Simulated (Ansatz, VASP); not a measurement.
# AgPtBr5 in VASP and in Ansatz

```
Ag Pt Br
1.0
     4.41123    0.00000    0.00000
     0.00000    4.41123    0.00000
     0.00000    0.00000   10.41013
Ag Pt Br
1 1 5
Direct
  0.50000 0.50000 0.00000
  0.00000 0.00000 0.50000
  0.50000 0.00000 0.65616
  0.00000 0.50000 0.65616
  0.50000 0.00000 0.34384
  0.00000 0.50000 0.34384
  0.00000 0.00000 0.00000
```

Alike in both runs: functional PBE; k mesh 4 × 4 × 2; occupations gaussian, width 0.1 eV; no spin polarisation.

Ansatz relaxed the structure, and its values are those at the end. VASP's run is a single point on that final structure, the one shown.

|  | VASP | Ansatz |
| --- | --- | --- |
| version | VASP 6.6.1 | Ansatz 0.2.0 |
| potentials or method | VASP PAW PBE potentials, release 64 (Ag, Pt, Br), cutoff 520 eV | scalar-relativistic, plane waves, PAW |
| valence electrons in the cell | 56 | 72 |

```csv
,VASP,Ansatz,Ansatz less VASP
gap on the k mesh at the Fermi level (eV),none,none,-
pressure (GPa),0.0,0.1,+0.04
rms of the force components (eV/Å),0.004,0.004,+0.0003
```

A gap of «none» marks a metal or a gap that the smearing closes. VASP's potentials hold 56 valence electrons a cell and Ansatz's 72, so a difference there can come from the potentials and not from the codes.

Neither program's run includes spin-orbit coupling.
